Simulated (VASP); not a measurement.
Wanted: the native input for a VASP 6.6.1 run.

- Task: single point
- Functional: PBE
- Potentials or basis: VASP PAW PBE potentials, release 64 (Li_sv, Hg, Cl)
- Cutoff: 520 eV
- k mesh: 4 × 4 × 4
- Occupations: gaussian, width 0.1 eV
- Spin: no spin polarisation
- Dipole correction: no
- Further INCAR settings: ALGO = Normal; EDIFF = 1e-07; NBANDS = 26

The structure of LiHgCl3 lies in POSCAR:

```
LiHgCl3
1.0
    4.9223131900      0.0000000000      0.0000000000
    0.0000000000      4.9223131900      0.0000000000
    0.0000000000      0.0000000000      4.9223131900
Li Hg Cl
1 1 3
Direct
    0.5000000000      0.5000000000      0.5000000000
    0.0000000000      0.0000000000      0.0000000000
    0.5000000000      0.5000000000      0.0000000000
    0.0000000000      0.5000000000      0.5000000000
    0.5000000000      0.0000000000      0.5000000000
```

The input as run:

INCAR

```
SYSTEM = LiHgCl3
ALGO = Normal
EDIFF = 1E-7
ENCUT = 520
GGA = PE
ISIF = 2
ISMEAR = 0
LASPH = .TRUE.
LCHARG = .FALSE.
LREAL = .FALSE.
LWAVE = .FALSE.
NBANDS = 26
NELM = 100
PREC = Accurate
SIGMA = 0.1
```

KPOINTS

```
k-points
0
G
  4 4 4
  0 0 0
```

Potentials or basis: VASP PAW PBE potentials, release 64 (Li_sv, Hg, Cl).

Launch:

```bash
$ cat potpaw_PBE.64/Li_sv/POTCAR potpaw_PBE.64/Hg/POTCAR potpaw_PBE.64/Cl/POTCAR > POTCAR
$ mpirun -np 1 vasp_std > vasp.out
```

Results of the run:

```
Band gap on the k mesh : zero (band 18 reaches -0.11 eV, above the bottom of band 19 at -0.43 eV)
```

Caveat: spin-orbit coupling is left out, which moves the levels of the heavy elements.

Wall time 24 s on 1 thread of Intel(R) Xeon(R) Platinum 8559C (Emerald Rapids) (shared host), peak memory 0.24 GiB.
